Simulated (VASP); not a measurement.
Input of a VASP 6.6.1 run:

File INCAR:

```
PREC = Accurate
ENCUT = 500
EDIFF = 1E-6
ISMEAR = 0
SIGMA = 0.1
LREAL = F
LASPH = T
NELM = 120
ALGO = Normal
ISIF = 2
LWAVE = F
LCHARG = F
GGA = PS
NBANDS = 8
GGA_COMPAT = F
```

KPOINTS

```
Automatic mesh
0
Gamma
  4 4 4
```

Contents of POSCAR:

```
Al
1.0
    0.0000000000      2.0194648466      2.0194648466
    2.0194648466      0.0000000000      2.0194648466
    2.0194648466      2.0194648466      0.0000000000
Al
1
Direct
    0.0000000000      0.0000000000      0.0000000000
```

Potentials or basis: VASP PAW PBE potentials, release 64 (Al).

Command:

```console
$ cat potpaw_PBE.64/Al/POTCAR > POTCAR
$ mpirun -np 1 vasp_std > vasp.out
```

(1) Predict the pressure.

Results:

(1) -0.5 GPa.

Caveat: the k points lie up to 0.67 Å⁻¹ apart; the PAW data sets were made with another functional, which shifts forces and pressure a little.
